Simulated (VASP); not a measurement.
SrSb12Ru4:

```
CELL_PARAMETERS angstrom
-4.67763 4.67763 4.67763
4.67763 -4.67763 4.67763
4.67763 4.67763 -4.67763
ATOMIC_POSITIONS crystal
Sr 0.00000 0.00000 0.00000
Sb 0.15896 0.34321 0.50217
Sb 0.81575 0.15896 0.65679
Sb 0.65679 0.49783 0.84104
Sb 0.49783 0.84104 0.65679
Sb 0.34321 0.18425 0.84104
Sb 0.50217 0.15896 0.34321
Sb 0.34321 0.50217 0.15896
Sb 0.65679 0.81575 0.15896
Sb 0.18425 0.84104 0.34321
Sb 0.84104 0.65679 0.49783
Sb 0.84104 0.34321 0.18425
Sb 0.15896 0.65679 0.81575
Ru 0.00000 0.00000 0.50000
Ru 0.00000 0.50000 0.00000
Ru 0.50000 0.50000 0.50000
Ru 0.50000 0.00000 0.00000
```

| Property | Result |
| --- | --- |
| Program | VASP 6.6.1 |
| Task | relaxation of cell and atoms |
| Functional | PBEsol |
| Potentials or basis | VASP PAW PBE potentials, release 64 (Sr_sv, Sb, Ru_pv) |
| Cutoff | 600 eV |
| k mesh | 6 × 6 × 6 |
| Occupations | methfessel-paxton, width 0.1 eV |
| Spin | no spin polarisation |

At the start: pressure -2.2 GPa; volume 24.08 Å³/atom.

Task: How do energy, volume and symmetry change on relaxing?

Result: Over 6 steps the energy falls by 4.1 meV/atom and the volume is 23.56 Å³/atom (-2.2 %); space group Im-3 (No. 204, to 0.1 Å) before and after.

Step by step:
| step | energy change (eV) | largest force (eV/Å) | pressure (GPa) | volume (Å³) |
| --- | --- | --- | --- | --- |
| 1 | 0.0000 | 0.1393 | -2.24 | 409.39 |
| 2 | 0.0303 | 0.0272 | 3.07 | 389.80 |
| 3 | -0.0675 | 0.0683 | 0.03 | 400.30 |
| 4 | -0.0675 | 0.0668 | 0.08 | 400.12 |
| 5 | -0.0694 | 0.0316 | 0.07 | 400.30 |
| 6 | -0.0699 | 0.0069 | 0.06 | 400.48 |

Final structure:
```cif
data_structure
_symmetry_space_group_name_H-M 'P 1'
_symmetry_Int_Tables_number 1
_cell_length_a 8.0427
_cell_length_b 8.0427
_cell_length_c 8.0427
_cell_angle_alpha 109.471
_cell_angle_beta 109.471
_cell_angle_gamma 109.471
_cell_volume 400.48
loop_
_atom_site_label
_atom_site_type_symbol
_atom_site_fract_x
_atom_site_fract_y
_atom_site_fract_z
_atom_site_occupancy
Sr1 Sr 0.00000 0.00000 0.00000 1
Sb1 Sb 0.15972 0.34255 0.50227 1
Sb2 Sb 0.81717 0.15972 0.65745 1
Sb3 Sb 0.65745 0.49773 0.84028 1
Sb4 Sb 0.49773 0.84028 0.65745 1
Sb5 Sb 0.34255 0.18283 0.84028 1
Sb6 Sb 0.50227 0.15972 0.34255 1
Sb7 Sb 0.34255 0.50227 0.15972 1
Sb8 Sb 0.65745 0.81717 0.15972 1
Sb9 Sb 0.18283 0.84028 0.34255 1
Sb10 Sb 0.84028 0.65745 0.49773 1
Sb11 Sb 0.84028 0.34255 0.18283 1
Sb12 Sb 0.15972 0.65745 0.81717 1
Ru1 Ru 0.00000 0.00000 0.50000 1
Ru2 Ru 0.00000 0.50000 0.00000 1
Ru3 Ru 0.50000 0.50000 0.50000 1
Ru4 Ru 0.50000 0.00000 0.00000 1
```

Caveat: the PAW data sets were made with another functional, which shifts forces and pressure a little.
